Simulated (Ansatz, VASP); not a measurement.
One calculation of Cd3Se2S, two programs

The input INCAR:

```
SYSTEM = Cd3Se2S
ALGO     = Normal         ! electronic algorithm
EDIFF    = 1E-7           ! SCF threshold, eV
ENCUT    = 520            ! plane-wave cutoff, eV
GGA      = PE             ! functional
ISIF     = 2              ! what is computed and relaxed
ISMEAR   = 0              ! smearing method
LASPH    = .True.         ! aspherical terms in the spheres
LCHARG   = .True.         ! write CHGCAR
LELF     = .True.         ! ELF
LREAL    = .False.        ! projectors in reciprocal space
LVHAR    = .True.       
LWAVE    = .False.        ! write WAVECAR
NBANDS   = 66             ! bands
NELM     = 80             ! most SCF steps
PREC     = Accurate       ! precision mode
SIGMA    = 0.1            ! smearing width, eV
```

Contents of KPOINTS:

```
k-points
0
Gamma
  6 6 1
  0 0 0
```

File POSCAR:

```
Cd3Se2S
1.0
    4.3155832096      0.0000000000      0.0000000000
   -2.1577916048      3.7374046917      0.0000000000
    0.0000000000      0.0000000000     21.1722014000
Cd Se S
6 4 2
Direct
    0.3333333333      0.6666666667      0.0001450000
    0.3333333333      0.6666666667      0.5001450000
    0.6666666667      0.3333333333      0.3289195000
    0.6666666667      0.3333333333      0.8289195000
    0.0000000000      0.0000000000      0.1712090000
    0.0000000000      0.0000000000      0.6712090000
    0.6666666667      0.3333333333      0.4556630000
    0.6666666667      0.3333333333      0.9556630000
    0.3333333333      0.6666666667      0.1265910000
    0.3333333333      0.6666666667      0.6265910000
    0.0000000000      0.0000000000      0.2924730000
    0.0000000000      0.0000000000      0.7924730000
```

Input for Ansatz:

```yaml
crystal:
  lattice:
    - [4.3155832096, 0.0, 0.0]
    - [-2.1577916048, 3.7374046917, 0.0]
    - [0.0, 0.0, 21.1722014]
  atoms:
    - { symbol: Cd, position: [0.3333333333, 0.6666666667, 0.000145] }
    - { symbol: Cd, position: [0.3333333333, 0.6666666667, 0.500145] }
    - { symbol: Cd, position: [0.6666666667, 0.3333333333, 0.3289195] }
    - { symbol: Cd, position: [0.6666666667, 0.3333333333, 0.8289195] }
    - { symbol: Cd, position: [0.0, 0.0, 0.171209] }
    - { symbol: Cd, position: [0.0, 0.0, 0.671209] }
    - { symbol: Se, position: [0.6666666667, 0.3333333333, 0.455663] }
    - { symbol: Se, position: [0.6666666667, 0.3333333333, 0.955663] }
    - { symbol: Se, position: [0.3333333333, 0.6666666667, 0.126591] }
    - { symbol: Se, position: [0.3333333333, 0.6666666667, 0.626591] }
    - { symbol: S, position: [0.0, 0.0, 0.292473] }
    - { symbol: S, position: [0.0, 0.0, 0.792473] }
basis:
  ecutwfc: 420
kpoints:
  mp_grid: { grid: [6, 6, 1] }
hamiltonian:
  xc: pbe
scf:
  occupations: { method: gaussian, width: 0.1 }
  lower_state_search: "off"
output:
  forces: true
  stress: true
  eigenvalues: true
```

Alike in both runs: task single point; functional PBE; k mesh 6 × 6 × 1; occupations gaussian, width 0.1 eV; no spin polarisation.

```csv
,VASP,Ansatz
version,VASP 6.6.1,Ansatz 0.2.0
potentials or method,"VASP PAW PBE potentials, release 64 (Cd, Se, S), cutoff 520 eV","scalar-relativistic, plane waves, PAW"
valence electrons in the cell,108,196
```

Ansatz gave:

```
gap on the k mesh at the Fermi level (eV) : 0.56
least direct gap on the mesh (eV)         : 0.56
pressure (GPa)                            : 0.0
```

Problem. Estimate VASP's values.

Solution. gap on the k mesh at the Fermi level (eV): 0.56; least direct gap on the mesh (eV): 0.56; pressure (GPa): 0.3.

The functional is the same, so the differences come from potentials, cutoffs and numerics. VASP's potentials hold 108 valence electrons a cell and Ansatz's 196, so a difference there can come from the potentials and not from the codes.
